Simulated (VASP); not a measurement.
# CdS (P2_1) in VASP: notebook

Runs on CdS. Level: PBE. Tasks: single point.

Everything below comes from runs of VASP 6.6.1. Logs are shortened: lines on timing, memory, paths and dates and some standing lists are left out, and cuts for length are marked.

## 1. The cell of the first run

Symmetry: P2_1, No. 4, monoclinic system. The conventional cell has a = 4.041 Å, b = 6.749 Å, c = 4.136 Å, α = 90.00°, β = 117.73°, γ = 90.00°. Within 3.2 Å of Cd (site symmetry 1) lie 4 S at 2.46 to 2.60 Å. Within 3.2 Å of S (site symmetry 1) lie 4 Cd at 2.46 to 2.60 Å.

## 2. Single point, PBE (strain +0.0525 x Voigt [0, 0, 0, 0, 0, 1])

Contents of INCAR:

```
  PREC = Accurate
  ENCUT = 520
  EDIFF = 1E-6
  ISMEAR = 0
  SIGMA = 0.05
  LREAL = F
  LASPH = T
  NELM = 100
  ALGO = Normal
  ISIF = 2
  LWAVE = F
  LCHARG = F
  GGA = PE
  NBANDS = 26
```

Contents of KPOINTS:

```
regular mesh
0
Gamma
  12 12 4
```

Contents of POSCAR:

```
CdS
1.0
    4.1347992034      0.1085384791      0.0000000000
   -1.9734025215      3.5265719102      0.0000000000
    0.0000000000      0.0000000000      6.7490000000
Cd S
2 2
Direct
    0.3333333333      0.6666666667      0.0000000000
    0.6666666667      0.3333333333      0.5000000000
    0.3333333333      0.6666666667      0.3850000000
    0.6666666667      0.3333333333      0.8850000000
```

Potentials or basis: VASP PAW PBE potentials, release 64 (Cd, S).

On the command line:

```
> cat potpaw_PBE.64/Cd/POTCAR potpaw_PBE.64/S/POTCAR > POTCAR
> mpirun -np 1 vasp_std > vasp.out
```

OUTCAR:

```text
PREC = Accurate
   ENCUT = 520
   EDIFF = 1E-6
   ISMEAR = 0
   LREAL = F
   LASPH = T
   NELM = 100
   ISIF = 2
   GGA = PE

 ion  position               nearest neighbor table
   1  0.333  0.667  0.000-   4 2.46   4 2.51   4 2.56   3 2.60
   2  0.667  0.333  0.500-   3 2.46   3 2.51   3 2.56   4 2.60
   3  0.333  0.667  0.385-   2 2.46   2 2.51   2 2.56   1 2.60
   4  0.667  0.333  0.885-   1 2.46   1 2.51   1 2.56   2 2.60

  Warning from LATTYP: Monoclinic adjustment (A1->A3, A2->A1, A3->A2)!
  LATTYP: Found a simple monoclinic cell.
 ALAT       =     4.0411665333
 B/A-ratio  =     1.6700623309
 C/A-ratio  =     1.0235221666
 COS(beta)  =    -0.4652573269

  Lattice vectors:

 A1 = (  -1.9734025215,   3.5265719102,   0.0000000000)
 A2 = (   0.0000000000,   0.0000000000,   6.7490000000)
 A3 = (   4.1347992034,   0.1085384791,   0.0000000000)

Analysis of symmetry for initial positions (statically):
=====================================================================
 Subroutine PRICEL returns:
 Original cell was already a primitive cell.

 Routine SETGRP: Setting up the symmetry group for a
 simple monoclinic supercell.

 Subroutine GETGRP returns: Found  2 space group operations
 (whereof  1 operations were pure point group operations)
 out of a pool of  4 trial point group operations.

The static configuration has the point symmetry C_1 .
 The point group associated with its full space group is C_2 .

Analysis of symmetry for dynamics (positions and initial velocities):
=====================================================================
 Subroutine PRICEL returns:
 Original cell was already a primitive cell.

 Routine SETGRP: Setting up the symmetry group for a
 simple monoclinic supercell.

 Subroutine GETGRP returns: Found  2 space group operations
 (whereof  1 operations were pure point group operations)
 out of a pool of  4 trial point group operations.

The dynamic configuration has the point symmetry C_1 .
 The point group associated with its full space group is C_2 .

 Subroutine INISYM returns: Found  2 space group operations
 (whereof  1 operations are pure point group operations),
 and found     1 'primitive' translations

----------------------------------------------------------------------------------------

                                     Primitive cell

  volume of cell :      99.8572

  direct lattice vectors                    reciprocal lattice vectors
     4.134799203  0.108538479  0.000000000     0.238348610  0.133375346  0.000000000
    -1.973402521  3.526571910  0.000000000    -0.007335735  0.279456557  0.000000000
     0.000000000  0.000000000  6.749000000     0.000000000  0.000000000  0.148170099

  length of vectors
     4.136223526  4.041166533  6.749000000     0.273128253  0.279552822  0.148170099

  position of ions in fractional coordinates (direct lattice)
     0.333333333  0.666666667  0.000000000
     0.666666667  0.333333333  0.500000000
     0.333333333  0.666666667  0.385000000
     0.666666667  0.333333333  0.885000000

  ion indices of the primitive-cell ions
   primitive index   ion index
                 1           1
                 2           2
                 3           3
                 4           4

----------------------------------------------------------------------------------------

 KPOINTS: regular mesh

Automatic generation of k-mesh.
 Grid dimensions read from file:
 generate k-points for:   12   12    4

 Generating k-lattice:

  Cartesian coordinates                     Fractional coordinates (reciprocal lattice)
     0.019862384  0.011114612  0.000000000     0.083333333 -0.000000000  0.000000000
    -0.000611311  0.023288046  0.000000000     0.000000000  0.083333333  0.000000000
     0.000000000  0.000000000  0.037042525     0.000000000  0.000000000  0.250000000

  Length of vectors
     0.022760688  0.023296068  0.037042525

  Shift w.r.t. Gamma in fractional coordinates (k-lattice)
     0.000000000  0.000000000  0.000000000

 Subroutine IBZKPT returns following result:
 ===========================================

 Found    222 irreducible k-points:

 Following reciprocal coordinates:
            Coordinates               Weight
  0.000000  0.000000  0.000000      1.000000
  0.083333  0.000000  0.000000      2.000000
  0.166667  0.000000  0.000000      2.000000
  0.250000 -0.000000  0.000000      2.000000
  0.333333  0.000000  0.000000      2.000000
  0.416667  0.000000  0.000000      2.000000
[... 16 lines left out ...]
  0.250000  0.166667  0.000000      2.000000
  0.333333  0.166667  0.000000      2.000000
 [... further k-points ...]
   k-points           NKPTS =    222   k-points in BZ     NKDIM =    222   number of bands    NBANDS=     26
   number of dos      NEDOS =    301   number of ions     NIONS =      4
   total plane-waves  NPLWV =  48000
   dimension x,y,z NGX =    32 NGY =   30 NGZ =   50
   dimension x,y,z NGXF=    64 NGYF=   60 NGZF=  100
   ions per type =               2   2
   NGX,Y,Z   is equivalent  to a cutoff of  12.86, 12.34, 12.32 a.u.
   NGXF,Y,Z  is equivalent  to a cutoff of  25.72, 24.68, 24.63 a.u.
 SYSTEM =  unknown system
   PREC   = accura    normal or accurate (medium, high low for compatibility)
   ISTART =      0    job   : 0-new  1-cont  2-samecut
   ICHARG =      2    charge: 1-file 2-atom 10-const
   ISPIN  =      1    spin polarized calculation?
   LNONCOLLINEAR =      F non collinear calculations
   LSORBIT =      F    spin-orbit coupling
   LASPH  =      T    aspherical Exc in radial PAW
   ENCUT  =  520.0 eV  38.22 Ry    6.18 a.u.   7.69  7.51 12.55*2*pi/ulx,y,z
   NELM   =    100;   NELMIN=  2; NELMDL= -5     # of ELM steps
   EDIFF  = 0.1E-05   stopping-criterion for ELM
   LREAL  =      F    real-space projection
[... 7 lines left out ...]
   TEBEG  =    0.0;   TEEND  =   0.0 temperature during run
   PSTRESS=    0.0 pullay stress
   NELECT =      36.0000    total number of electrons
   NUPDOWN=      -1.0000    fix difference up-down
   EMIN   =  10.00;   EMAX   =-10.00  energy-range for DOS
   EFERMI =   0.00;   METHOD = LEGACY
   ISMEAR =     0;   SIGMA  =   0.05  broadening in eV -4-tet -1-fermi 0-gaus
   EFERMI_NEDOS =   21; number of points for ismear=-14 and -15
   IALGO  =     38    algorithm
   IMIX   =      4    mixing-type and parameters
     AMIX     =   0.40;   BMIX     =  1.00
     AMIX_MAG =   1.60;   BMIX_MAG =  1.00
  volume/ion in A,a.u.               =      24.96       168.47
  Fermi-wavevector in a.u.,A,eV,Ry     =   1.165152  2.201817 18.470977  1.357579
  Thomas-Fermi vector in A             =   2.301681
   LORBIT       =      0    0 simple, 1 ext, 2 COOP (PROOUT), +10 PAW based schemes
   GGA     = PE    functional components
   LHFCALC =     F    Hartree Fock is set to
   AEXX    =    0.0000 exact exchange contribution
   IVDW    =     0    specifies the selected vdW correction
   LEPSILON=     F    determine dielectric tensor
   LRPA    =     F    only Hartree local field effects (RPA)
 non-spin polarized calculation
 Gauss-broadening in eV      SIGMA  =   0.05
  energy-cutoff  :      520.00
  volume of cell :       99.86
 maximum number of plane-waves:      2720
   NGX = 15   NGY = 15   NGZ = 25

 number of electron      35.9999994 magnetization

 Free energy of the ion-electron system (eV)
  ---------------------------------------------------
  ext. energy  EPLUGINS =         0.00000000
  ---------------------------------------------------
  free energy    TOTEN  =       -12.20299976 eV

  energy without entropy =      -12.20299976  energy(sigma->0) =      -12.20299976

 E-fermi :   1.6029     XC(G=0):  -9.1133

 val. band max:        1.3311298124   @ k =   0.0000   0.0000   0.0000
 cond. band min:       2.4717067497   @ k =   0.0000   0.0000   0.0000
 fundamental gap:      1.1405769373
 Fermi energy:         1.6029322621

 k-point     1 :       0.0000    0.0000    0.0000
  band No.  band energies     occupation
      1     -11.0862      2.00000
      2     -10.6757      2.00000
      3      -6.4678      2.00000
      4      -6.4416      2.00000
      5      -6.4148      2.00000
      6      -6.3854      2.00000
[... 18 lines left out ...]
     25       8.9276      0.00000
     26       9.0896      0.00000

 k-point     2 :       0.0833    0.0000    0.0000
  band No.  band energies     occupation
      1     -11.0624      2.00000
      2     -10.6644      2.00000
      3      -6.4574      2.00000
      4      -6.4321      2.00000
      5      -6.4007      2.00000
      6      -6.3728      2.00000
[... 18 lines left out ...]
     25       8.8374      0.00000
     26       9.2114      0.00000

 k-point     3 :       0.1667    0.0000    0.0000
  band No.  band energies     occupation
      1     -10.9963      2.00000
      2     -10.6344      2.00000
      3      -6.4296      2.00000
      4      -6.4086      2.00000
      5      -6.3534      2.00000
      6      -6.3359      2.00000
[... 18 lines left out ...]
     25       8.6664      0.00000
     26       9.6072      0.00000

 k-point     4 :       0.2500   -0.0000    0.0000
  band No.  band energies     occupation
      1     -10.9024      2.00000
      2     -10.5961      2.00000
      3      -6.3944      2.00000
      4      -6.3827      2.00000
      5      -6.2925      2.00000
      6      -6.2524      2.00000
[... 18 lines left out ...]
     25       9.0499      0.00000
     26       9.7346      0.00000
[... 496 lines left out ...]
      1     -10.8510      2.00000
      2     -10.5773      2.00000
      3      -6.3849      2.00000
      4      -6.3537      2.00000
      5      -6.2550      2.00000
      6      -6.2192      2.00000
[... 18 lines left out ...]
     25       9.3824      0.00000
     26       9.9416      0.00000

 k-point    23 :       0.2500    0.1667    0.0000
  band No.  band energies     occupation
      1     -10.7612      2.00000
      2     -10.5519      2.00000
      3      -6.3691      2.00000
      4      -6.3229      2.00000
      5      -6.2184      2.00000
      6      -6.1606      2.00000
[... 18 lines left out ...]
     25       9.2349      0.00000
     26      10.2650      0.00000

 k-point    24 :       0.3333    0.1667    0.0000
  band No.  band energies     occupation
      1     -10.6863      2.00000
      2     -10.5403      2.00000
      3      -6.3595      2.00000
      4      -6.2995      2.00000
      5      -6.1944      2.00000
      6      -6.1081      2.00000
[... 18 lines left out ...]
     25       9.8463      0.00000
     26      10.3336      0.00000

 [... further k-points ...]
[... 5 lines left out ...]
  --------------------------------------------------------------------------------------
  -------------------------------------------------------------------------------------
  Total        2.4711997      2.3730697      0.8563650     -1.4312311      0.0000000      0.0000000
  in kB       39.6496053     38.0751413     13.7401008    -22.9636429      0.0000000      0.0000000
  external PRESSURE =      30.4882825 kB  Pullay stress =       0.0000000 kB

 VOLUME and BASIS-vectors are now :
 -----------------------------------------------------------------------------
  energy-cutoff  :      520.00
  volume of cell :       99.86
      direct lattice vectors                 reciprocal lattice vectors
     4.134799203  0.108538479  0.000000000     0.238348610  0.133375346  0.000000000
    -1.973402521  3.526571910  0.000000000    -0.007335735  0.279456557  0.000000000
     0.000000000  0.000000000  6.749000000     0.000000000  0.000000000  0.148170099

 POSITION                                       TOTAL-FORCE (eV/Angst)
 -----------------------------------------------------------------------------------
      0.06266      2.38723      0.00000        -0.357451      0.026335      0.293930
      2.09873      1.24788      3.37450         0.357451     -0.026335      0.293930
      0.06266      2.38723      2.59836        -0.419668      0.026842     -0.293930
      2.09873      1.24788      5.97286         0.419668     -0.026842     -0.293930
 -----------------------------------------------------------------------------------
    total drift:                                0.000000     -0.000000     -0.000407

  FREE ENERGIE OF THE ION-ELECTRON SYSTEM (eV)
  ---------------------------------------------------
  free  energy   TOTEN  =       -12.2029997620 eV

  energy  without entropy=      -12.2029997620  energy(sigma->0) =      -12.20299976
```

It took 2.8 min on 1 thread of Intel Xeon 6975P-C (Granite Rapids), shared host; peak memory 0.55 GiB.

Results:

| Quantity | Value |
| --- | --- |
| Free energy | -12.2030 eV |
| Pressure | 3.0 GPa |
| Largest force | 0.513 eV/Å |
| Band gap on the k mesh | 1.14 eV, direct |

Forces on the atoms (eV/Å):
```
Cd  -0.357  0.026  0.294
Cd   0.357 -0.026  0.294
S   -0.420  0.027 -0.294
S    0.420 -0.027 -0.294
```

Caveat: the cell differs from its parent crystal (strain +0.0525 x Voigt [0, 0, 0, 0, 0, 1]).

[end of part 1 of 2]
